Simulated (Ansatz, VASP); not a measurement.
**Two plane-wave programs on Ta**

INCAR

```
SYSTEM = Ta
PREC     = Accurate       ! precision mode
ENCUT    = 520            ! plane-wave cutoff, eV
EDIFF    = 1E-6           ! SCF threshold, eV
ISMEAR   = 0              ! smearing method
SIGMA    = 0.15           ! smearing width, eV
LREAL    = .FALSE.        ! projectors in reciprocal space
LASPH    = .TRUE.         ! aspherical terms in the spheres
NELM     = 100            ! most SCF steps
ALGO     = Fast           ! electronic algorithm
ISIF     = 2              ! what is computed and relaxed
LWAVE    = .FALSE.        ! write WAVECAR
LCHARG   = .TRUE.         ! write CHGCAR
GGA      = PS             ! functional
LELF     = .TRUE.         ! ELF
LVHAR    = .TRUE.       
NBANDS   = 12             ! bands
```

File KPOINTS:

```
Automatic mesh
0
G
  26 26 26
  0 0 0
```

Contents of POSCAR:

```
Ta
1.0
   -1.6402597622      1.6074545670      1.6402597622
    1.6402597622     -1.6074545670      1.6402597622
    1.6402597622      1.6074545670     -1.6402597622
Ta
1
Direct
    0.0000000000      0.0000000000      0.0000000000
```

Input for Ansatz:

```yaml
crystal:
  lattice:
    - [-1.6402597622, 1.607454567, 1.6402597622]
    - [1.6402597622, -1.607454567, 1.6402597622]
    - [1.6402597622, 1.607454567, -1.6402597622]
  atoms:
    - { symbol: Ta, position: [0.0, 0.0, 0.0] }
basis:
  ecutwfc: 420
kpoints:
  mp_grid: { grid: [26, 26, 26] }
hamiltonian:
  xc: pbesol
scf:
  occupations: { method: gaussian, width: 0.15 }
output:
  forces: true
  stress: true
  eigenvalues: true
```

Change from the starting cell: strain -0.0200 x Voigt [0, 1, 0, 0, 0, 0], atoms carried along.

Alike in both runs: task single point; functional PBEsol; k mesh 26 × 26 × 26; occupations gaussian, width 0.15 eV; no spin polarisation.

|  | VASP | Ansatz |
| --- | --- | --- |
| version | VASP 6.6.1 | Ansatz 0.2.0 |
| potentials or method | VASP PAW PBE potentials, release 64 (Ta_pv), cutoff 520 eV | scalar-relativistic, plane waves, PAW |
| valence electrons in the cell | 11 | 13 |

|  | VASP | Ansatz | Ansatz less VASP |
| --- | --- | --- | --- |
| gap on the k mesh at the Fermi level (eV) | none | none | - |
| pressure (GPa) | 4.9 | 4.7 | -0.26 |
| traceless stress, the component that is largest in VASP (GPa) | 1.73 | 1.73 | +0.005 |

VASP's potentials were made for PBE, not for PBEsol. A gap of «none» marks a metal or a gap that the smearing closes. VASP's potentials hold 11 valence electrons a cell and Ansatz's 13, so a difference there can come from the potentials and not from the codes.

Neither program's run includes spin-orbit coupling.
